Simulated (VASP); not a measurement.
# Mg16O15 (a cell with a defect) in VASP: single point with PBE

Aim: the single point of Mg16O15 (a cell with a defect) with PBE.

Program: VASP 6.6.1. These are calculated values, not measurements. Logs are shortened: lines on timing, memory, paths and dates and some standing lists are left out, and cuts for length are marked.

## 1. The cell of the first run

The cell holds a defect, 31 atoms: a = 7.367 Å, b = 7.367 Å, c = 7.367 Å, α = 109.47°, β = 109.47°, γ = 109.47°.

## 2. Single point, PBE

Input file INCAR:

```
SYSTEM = Mg16O15
  ALGO = Normal
  EDIFF = 1E-6
  ENCUT = 520
  GGA = PE
  ISIF = 2
  ISMEAR = 0
  LASPH = .True.
  LCHARG = .True.
  LELF = .True.
  LREAL = Auto
  LVHAR = .True.
  LWAVE = .False.
  NBANDS = 82
  NELECT = 120.0
  NELM = 80
  PREC = Accurate
  SIGMA = 0.01
```

Input file KPOINTS:

```
Automatic mesh
0
Gamma
  2 2 2
  0.5 0.5 0.5
```

Input file POSCAR:

```
Mg16O15
1.0
    4.2535896552      4.2535896552      4.2535896552
    4.2535896552     -4.2535896552     -4.2535896552
   -4.2535896552      4.2535896552     -4.2535896552
Mg O
16 15
Direct
    0.7696610058      0.0183739822      0.2506159765
    0.0008450065     -0.0004384574      0.0006094553
    0.7696669650      0.7495462088      0.5194477265
    0.2508376688     -0.0004365606      0.7506488294
    0.0008216268      0.7495403321      0.2506241198
    0.5008234278      0.0183608363      0.5194452747
    0.2319936481      0.7495283660     -0.0182029383
    0.7508237472      0.4995261309      0.7505982701
    0.0008161251      0.4995387836      0.5006194582
    0.5008441600      0.7495597904      0.7506327942
    0.7508468018      0.2495617911      0.0006194143
    0.2320185722      0.4807152062      0.2506455362
    0.5008349382      0.4807220771     -0.0182080162
    0.0008228153      0.2495280491      0.7506192084
    0.2508241577      0.2495280522      0.5006253566
    0.5008368184      0.2495421693      0.2506141668
    0.7465677811      0.7495470066      0.0048889796
    0.5008199904      0.5038032212      0.4963525276
    0.0008314134      0.7495424499      0.7506258815
    0.7465611372      0.5038052152      0.2506183076
    0.2550916110      0.7495447104      0.4963607292
    0.0093530820      0.5038072981      0.0048809393
    0.5008243240      0.2495419905      0.7506158282
    0.7465618222      0.2410088530      0.4963561525
    0.2550884688      0.5038117830      0.7591518279
    0.5008303794     -0.0047210805      0.0048860891
    0.0008278302      0.2495447054      0.2506217417
    0.2550900198      0.2580679024      0.0048886012
    0.7465576269     -0.0047195983      0.7420909749
   -0.0077041957     -0.0047252226      0.4963547609
    0.2550896536     -0.0047265373      0.2506163067
```

Potentials or basis: VASP PAW PBE potentials, release 64 (Mg, O).

The run is started by

```bash
> cat potpaw_PBE.64/Mg/POTCAR potpaw_PBE.64/O/POTCAR > POTCAR
> mpirun -np 1 vasp_std > vasp.out
```

OUTCAR:

```text
SYSTEM = Mg16O15
   EDIFF = 1E-6
   ENCUT = 520
   GGA = PE
   ISIF = 2
   ISMEAR = 0
   LASPH = .True.
   LREAL = Auto
   NELECT = 120.0
   NELM = 80
   PREC = Accurate

 ion  position               nearest neighbor table
   1  0.770  0.018  0.251-  27 1.97  17 2.10  26 2.10  30 2.10  24 2.10  15 2.90   9 2.90  11 2.90
                             2 2.90  10 3.01  16 3.01   5 3.01  14 3.01  13 3.23   3 3.23   6 3.23
   2  0.001  1.000  0.001-  19 2.13  27 2.13  28 2.16  29 2.16  31 2.16  17 2.16  12 2.90   3 2.90
                             7 2.90   1 2.90   4 3.01  14 3.01  16 3.01  11 3.01  10 3.01  15 3.01
   3  0.770  0.750  0.519-  19 1.97  30 2.10  20 2.10  29 2.10  18 2.10   9 2.90   2 2.90   4 2.90
                             8 2.90   5 3.01  14 3.01  16 3.01  10 3.01  12 3.23  13 3.23   6 3.23
   4  0.251  1.000  0.751-  23 2.13  19 2.13  28 2.16  26 2.16  30 2.16  21 2.16  13 2.90   3 2.90
                             7 2.90   6 2.90   2 3.01  16 3.01  14 3.01  15 3.01  11 3.01  10 3.01
   5  0.001  0.750  0.251-  20 2.13  30 2.13  17 2.13  21 2.13  22 2.13  31 2.13  11 3.01  15 3.01
                             9 3.01   4 3.01   8 3.01   2 3.01   3 3.01  13 3.01   1 3.01   7 3.01
   6  0.501  0.018  0.519-  23 1.97  29 2.10  21 2.10  24 2.10  31 2.10   8 2.90  15 2.90  11 2.90
                             4 2.90  10 3.01  14 3.01   5 3.01  16 3.01  12 3.23   7 3.23   3 3.23
   7  0.232  0.750  0.982-  19 1.97  22 2.10  25 2.10  31 2.10  26 2.10   8 2.90   9 2.90   2 2.90
                             4 2.90   5 3.01  14 3.01  16 3.01  10 3.01  13 3.23   6 3.23  12 3.23
   8  0.751  0.500  0.751-  19 2.13  23 2.13  24 2.16  18 2.16  22 2.16  17 2.16   6 2.90   7 2.90
                             3 2.90  13 2.90   9 3.01  16 3.01  11 3.01  14 3.01  15 3.01  10 3.01
   9  0.001  0.500  0.501-  19 2.13  27 2.13  24 2.16  20 2.16  25 2.16  21 2.16   3 2.90   1 2.90
[... 16 lines left out ...]
  18  0.501  0.504  0.496-  12 2.10   3 2.10  10 2.13  16 2.13   8 2.16  15 2.16
  19  0.001  0.750  0.751-   3 1.97   7 1.97   2 2.13   9 2.13   8 2.13   4 2.13
  20  0.747  0.504  0.251-   3 2.10  13 2.10  16 2.13   5 2.13   9 2.16  11 2.16
  21  0.255  0.750  0.496-   6 2.10  12 2.10   5 2.13  10 2.13   9 2.16   4 2.16
  22  0.009  0.504  0.005-   7 2.10  12 2.10   5 2.13  14 2.13  11 2.16   8 2.16
  23  0.501  0.250  0.751-  13 1.97   6 1.97  15 2.13   4 2.13   8 2.13  11 2.13
  24  0.747  0.241  0.496-   6 2.10   1 2.10  16 2.13  14 2.13   8 2.16   9 2.16
  25  0.255  0.504  0.759-   7 2.10  13 2.10  14 2.13  10 2.13   9 2.16  15 2.16
  26  0.501  0.995  0.005-   1 2.10   7 2.10  16 2.13  10 2.13   4 2.16  11 2.16
  27  0.001  0.250  0.251-   1 1.97  12 1.97  11 2.13   9 2.13   2 2.13  15 2.13
  28  0.255  0.258  0.005-  12 2.10  13 2.10  14 2.13  16 2.13   2 2.16   4 2.16
  29  0.747  0.995  0.742-   6 2.10   3 2.10  10 2.13  14 2.13  11 2.16   2 2.16
  30  0.992  0.995  0.496-   3 2.10   1 2.10  14 2.13   5 2.13  15 2.16   4 2.16
  31  0.255  0.995  0.251-   7 2.10   6 2.10   5 2.13  16 2.13  15 2.16   2 2.16

  LATTYP: Found a body centered cubic cell.
 ALAT       =     8.5071793104

  Lattice vectors:

 A1 = (   4.2535896552,   4.2535896552,   4.2535896552)
 A2 = (   4.2535896552,  -4.2535896552,  -4.2535896552)
 A3 = (  -4.2535896552,   4.2535896552,  -4.2535896552)

Analysis of symmetry for initial positions (statically):
=====================================================================
 Subroutine PRICEL returns:
 Original cell was already a primitive cell.

 Routine SETGRP: Setting up the symmetry group for a
 body centered cubic supercell.

 Subroutine GETGRP returns: Found  1 space group operations
 (whereof  1 operations were pure point group operations)
 out of a pool of 48 trial point group operations.

The static configuration has the point symmetry C_1 .

Analysis of symmetry for dynamics (positions and initial velocities):
=====================================================================
 Subroutine PRICEL returns:
 Original cell was already a primitive cell.

 Routine SETGRP: Setting up the symmetry group for a
 body centered cubic supercell.

 Subroutine GETGRP returns: Found  1 space group operations
 (whereof  1 operations were pure point group operations)
 out of a pool of 48 trial point group operations.

The dynamic configuration has the point symmetry C_1 .

 Subroutine INISYM returns: Found  1 space group operations
 (whereof  1 operations are pure point group operations),
 and found     1 'primitive' translations

----------------------------------------------------------------------------------------

                                     Primitive cell

  volume of cell :     307.8412

  direct lattice vectors                    reciprocal lattice vectors
[... 84 lines left out ...]
  Cartesian coordinates                     Fractional coordinates (reciprocal lattice)
     0.058773888  0.058773888  0.000000000     0.500000000  0.000000000  0.000000000
     0.058773888  0.000000000 -0.058773888     0.000000000  0.500000000  0.000000000
     0.000000000  0.058773888 -0.058773888     0.000000000  0.000000000  0.500000000

  Length of vectors
     0.083118829  0.083118829  0.083118829

  Shift w.r.t. Gamma in fractional coordinates (k-lattice)
     0.500000000  0.500000000  0.500000000

 Subroutine IBZKPT returns following result:
 ===========================================

 Found      4 irreducible k-points:

 Following reciprocal coordinates:
            Coordinates               Weight
  0.250000  0.250000  0.250000      2.000000
 -0.250000  0.250000  0.250000      2.000000
  0.250000 -0.250000  0.250000      2.000000
  0.250000  0.250000 -0.250000      2.000000
   k-points           NKPTS =      4   k-points in BZ     NKDIM =      4   number of bands    NBANDS=     82
   number of dos      NEDOS =    301   number of ions     NIONS =     31
   total plane-waves  NPLWV = 175616
   dimension x,y,z NGX =    56 NGY =   56 NGZ =   56
   dimension x,y,z NGXF=   112 NGYF=  112 NGZF=  112
   ions per type =              16  15
   NGX,Y,Z   is equivalent  to a cutoff of  12.64, 12.64, 12.64 a.u.
   NGXF,Y,Z  is equivalent  to a cutoff of  25.27, 25.27, 25.27 a.u.
 SYSTEM =  Mg16O15
   PREC   = accura    normal or accurate (medium, high low for compatibility)
   ISTART =      0    job   : 0-new  1-cont  2-samecut
   ICHARG =      2    charge: 1-file 2-atom 10-const
   ISPIN  =      1    spin polarized calculation?
   LNONCOLLINEAR =      F non collinear calculations
   LSORBIT =      F    spin-orbit coupling
   LASPH  =      T    aspherical Exc in radial PAW
   ENCUT  =  520.0 eV  38.22 Ry    6.18 a.u.  13.70 13.70 13.70*2*pi/ulx,y,z
   NELM   =     80;   NELMIN=  2; NELMDL= -5     # of ELM steps
   EDIFF  = 0.1E-05   stopping-criterion for ELM
   LREAL  =      T    real-space projection
   EDIFFG = 0.1E-04   stopping-criterion for IOM
   NSW    =      0    number of steps for IOM
   IBRION =     -1    ionic relax: 0-MD 1-quasi-New 2-CG
   NFREE  =      0    steps in history (QN), initial steepest desc. (CG)
   ISIF   =      2    stress and relaxation
   ISYM   =      2    0-nonsym 1-usesym 2-fastsym
   POTIM  = 0.5000    time-step for ionic-motion
   TEBEG  =    0.0;   TEEND  =   0.0 temperature during run
   PSTRESS=    0.0 pullay stress
   NELECT =     120.0000    total number of electrons
   NUPDOWN=      -1.0000    fix difference up-down
   EMIN   =  10.00;   EMAX   =-10.00  energy-range for DOS
   EFERMI =   0.00;   METHOD = LEGACY
   ISMEAR =     0;   SIGMA  =   0.01  broadening in eV -4-tet -1-fermi 0-gaus
   EFERMI_NEDOS =   21; number of points for ismear=-14 and -15
   IALGO  =     38    algorithm
   IMIX   =      4    mixing-type and parameters
     AMIX     =   0.40;   BMIX     =  1.00
     AMIX_MAG =   1.60;   BMIX_MAG =  1.00
  volume/ion in A,a.u.               =       9.93        67.01
  Fermi-wavevector in a.u.,A,eV,Ry     =   1.195895  2.259914 19.458569  1.430164
  Thomas-Fermi vector in A             =   2.331849
   LORBIT       =      0    0 simple, 1 ext, 2 COOP (PROOUT), +10 PAW based schemes
   GGA     = PE    functional components
   LHFCALC =     F    Hartree Fock is set to
   AEXX    =    0.0000 exact exchange contribution
   IVDW    =     0    specifies the selected vdW correction
   LEPSILON=     F    determine dielectric tensor
   LRPA    =     F    only Hartree local field effects (RPA)
 non-spin polarized calculation
 Gauss-broadening in eV      SIGMA  =   0.01
  energy-cutoff  :      520.00
  volume of cell :      307.84
 maximum number of plane-waves:      8280
 NGX is ok and might be reduce to    54
   NGX = 27   NGY = 27   NGZ = 27

 number of electron     119.9999996 magnetization

 Free energy of the ion-electron system (eV)
  ---------------------------------------------------
  ext. energy  EPLUGINS =         0.00000000
  ---------------------------------------------------
  free energy    TOTEN  =      -189.53546397 eV

  energy without entropy =     -189.53546397  energy(sigma->0) =     -189.53546397

 E-fermi :   2.6540     XC(G=0): -10.6644

 val. band max:        2.5571949496   @ k =   0.2500   0.2500   0.2500
 cond. band min:       5.5056754412   @ k =  -0.2500   0.2500   0.2500
 fundamental gap:      2.9484804916
 Fermi energy:         2.6539940078

 k-point     1 :       0.2500    0.2500    0.2500
  band No.  band energies     occupation
      1     -13.7730      2.00000
      2     -13.7729      2.00000
      3     -13.7728      2.00000
      4     -13.4764      2.00000
      5     -13.1322      2.00000
      6     -13.1320      2.00000
[... 289 lines left out ...]
     71      12.1240      0.00000
     72      12.1240      0.00000
 [bands above 72 left out]

------------------------ aborting loop because EDIFF is reached ----------------------------------------

  FORCE on cell =-STRESS in cart. coord.  units (eV):
  Direction    XX          YY          ZZ          XY          YZ          ZX
  --------------------------------------------------------------------------------------
  -------------------------------------------------------------------------------------
  Total      -12.8567805    -12.8474654    -12.8553493      0.0008366      0.0009822      0.0020628
  in kB      -66.9138547    -66.8653735    -66.9064057      0.0043542      0.0051119      0.0107361
  external PRESSURE =     -66.8952113 kB  Pullay stress =       0.0000000 kB

 VOLUME and BASIS-vectors are now :
 -----------------------------------------------------------------------------
  energy-cutoff  :      520.00
  volume of cell :      307.84
      direct lattice vectors                 reciprocal lattice vectors
     4.253589655  4.253589655  4.253589655     0.117547775  0.117547775  0.000000000
     4.253589655 -4.253589655 -4.253589655     0.117547775  0.000000000 -0.117547775
    -4.253589655  4.253589655 -4.253589655     0.000000000  0.117547775 -0.117547775

 POSITION                                       TOTAL-FORCE (eV/Angst)
 -----------------------------------------------------------------------------------
      2.28596      4.26168      2.12965         0.024024     -0.000787      0.000085
      4.25273     -4.24554     -4.25072        -0.002150      0.000636     -0.000828
      4.25259      2.29510     -2.12393        -0.000598      0.024042     -0.000558
      2.12574      0.00818     -6.37772        -0.000000     -0.000254      0.001647
      2.12568     -2.11869     -4.25079         0.001017     -0.000647      0.000126
     -0.00111      4.26170     -0.15731        -0.000077     -0.001523     -0.024370
[... 23 lines left out ...]
      6.34302      2.09862     -2.12396        -0.002050      0.000507     -0.000302
      4.25251     -2.08242     -4.21446         0.000439      0.002652      0.001900
 -----------------------------------------------------------------------------------
    total drift:                                0.006786     -0.036236     -0.020460

  FREE ENERGIE OF THE ION-ELECTRON SYSTEM (eV)
  ---------------------------------------------------
  free  energy   TOTEN  =      -189.5354639657 eV

  energy  without entropy=     -189.5354639657  energy(sigma->0) =     -189.53546397
```

Run time: 6.3 min. Hardware: 1 thread of Intel Xeon 8259CL, shared host; peak memory 0.43 GiB.

What came out:

```
Free energy   : -189.5355 eV
Largest force : 0.025 eV/Å
```

Forces in eV/Å, atoms in the order of the input:
```
Mg   0.024 -0.001  0.000
Mg  -0.002  0.001 -0.001
Mg  -0.001  0.024 -0.001
Mg   0.000  0.000  0.002
Mg   0.001 -0.001  0.000
Mg   0.000 -0.002 -0.024
Mg   0.001 -0.025  0.000
Mg   0.000  0.000 -0.002
Mg   0.001  0.001  0.000
Mg  -0.001 -0.001  0.000
Mg  -0.001  0.000  0.000
Mg  -0.024 -0.001  0.000
Mg   0.000 -0.001  0.025
Mg   0.001 -0.001 -0.001
Mg   0.001 -0.001  0.000
Mg  -0.001  0.000 -0.001
O   -0.002  0.000  0.000
O    0.003  0.001  0.001
O    0.001 -0.003 -0.001
O   -0.001  0.001 -0.002
O    0.001  0.001  0.001
O    0.000  0.004  0.000
O    0.000 -0.002 -0.001
O    0.000  0.001  0.001
O    0.000  0.004  0.001
O   -0.001  0.003 -0.001
O    0.001 -0.002  0.000
O    0.003  0.000 -0.001
O    0.000  0.000  0.003
O   -0.002  0.001  0.000
O    0.000  0.003  0.002
```

Levels at points of the mesh, in eV from the Fermi level:
| k point | band 57 | band 58 | band 59 | band 60 | band 61 | band 62 | band 63 | band 64 |
| --- | --- | --- | --- | --- | --- | --- | --- | --- |
| (0.25, 0.25, 0.25) | -0.16 | -0.10 | -0.10 | -0.10 | 2.85 | 6.54 | 6.54 | 6.54 |

Caveat: the cell carries a net charge on a neutralising background, which shifts energy and pressure; the cell is charged against a uniform background, so pressure and absolute levels hang on convention.
